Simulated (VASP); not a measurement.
A run of VASP 6.6.1:

File INCAR:

```
  PREC = Accurate
  ENCUT = 520
  EDIFF = 1E-6
  ISMEAR = 0
  SIGMA = 0.02
  LREAL = F
  LASPH = T
  NELM = 100
  ALGO = Normal
  ISIF = 2
  LWAVE = F
  LCHARG = F
  GGA = PE
  NBANDS = 18
```

The input KPOINTS:

```
regular mesh
0
Gamma
  6 6 4
```

POSCAR

```
N
1.0
    3.4019210036     -2.2935453156      0.0000000000
    3.4019210036      2.2935453156      0.0000000000
    0.0000000000      0.0000000000      7.5609244314
N
4
Direct
    0.9067739932      0.0932260068      0.0459562739
    0.5932260068      0.4067739932      0.5459562739
    0.0932260068      0.9067739932      0.9540437261
    0.4067739932      0.5932260068      0.4540437261
```

Potentials or basis: VASP PAW PBE potentials, release 64 (N).

Launch:

```bash
$ cat potpaw_PBE.64/N/POTCAR > POTCAR
$ mpirun -np 1 vasp_std > vasp.out
```

Hardware: 1 thread of Intel(R) Xeon(R) Platinum 8259CL CPU @ 2.50GHz (Skylake/Cascade Lake), on a shared host.

Estimate the wall time of this run.

It took 52 s on 1 thread of Intel(R) Xeon(R) Platinum 8259CL CPU @ 2.50GHz (Skylake/Cascade Lake) (shared host), peak memory 0.24 GiB. Counts: scf iterations 12, k points 39.
